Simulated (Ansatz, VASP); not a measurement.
# Ga: VASP beside Ansatz

```
Ga
1.0
     3.02612    0.00000    0.00000
    -1.51306    2.62070    0.00000
     0.00000    0.00000    4.94165
Ga
2
Cartesian
  0.0000 1.7471 1.2354
  1.5131 0.8736 3.7062
```

Alike in both runs: task relaxation of cell and atoms; functional PBEsol; k mesh 12 × 12 × 7; occupations fermi-dirac, width 0.1 eV; no spin polarisation.

```csv
,VASP,Ansatz
version,VASP 6.6.1,Ansatz 0.2.0
potentials or method,"VASP PAW PBE potentials, release 64 (Ga_d), cutoff 600 eV","plane waves (420 eV) with PAW, scalar-relativistic"
valence electrons in the cell,26,26
```

```tsv
	VASP	Ansatz	Ansatz less VASP
relaxed volume (Å³/atom)	17.84	17.85	+0.007
relaxed length of the cell vector where the two differ most in proportion (Å)	2.964	2.965	+0.0004
```

VASP's potentials were made for PBE, not for PBEsol, and Ansatz warns of the same on its side.
